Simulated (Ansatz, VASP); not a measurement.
**Ga2O3 in VASP and in Ansatz**

```xyz
10
Lattice="6.2274 -1.5418 0.0115 6.2274 1.5418 0.0115 -1.4027 0.0000 5.7077" Properties=species:S:1:pos:R:3 pbc="T T T"
Ga    0.0051    0.0000    4.5381
Ga   11.0471    0.0000    1.1926
Ga    7.7608    0.0000    1.8085
Ga    3.2913    0.0000    3.9222
O     1.8830    0.0000    0.6271
O     9.1691    0.0000    5.1036
O     1.3718    0.0000    3.2252
O     9.6804    0.0000    2.5055
O     5.7849    0.0000    1.6330
O     5.2343    0.0000    4.2542
```

Alike in both runs: task single point; functional PBE; k mesh 10 × 10 × 6; occupations gaussian, width 0.05 eV; no spin polarisation.

|  | VASP | Ansatz |
| --- | --- | --- |
| version | VASP 6.6.1 | Ansatz 0.2.0 |
| potentials or method | VASP PAW PBE potentials, release 64 (Ga_d, O), cutoff 520 eV | scalar-relativistic, plane waves, PAW |
| valence electrons in the cell | 88 | 88 |

```tsv
	VASP	Ansatz	Ansatz less VASP
gap on the k mesh at the Fermi level (eV)	1.93	1.95	+0.016
least direct gap on the mesh (eV)	1.94	1.95	+0.016
pressure (GPa)	0.4	-0.3	-0.63
traceless stress, the component that is largest in VASP (GPa)	0.42	0.48	+0.053
rms of the force components (eV/Å)	0.196	0.197	+0.0018
```

Atom by atom the forces differ by 0.008 eV/Å (rms over components).
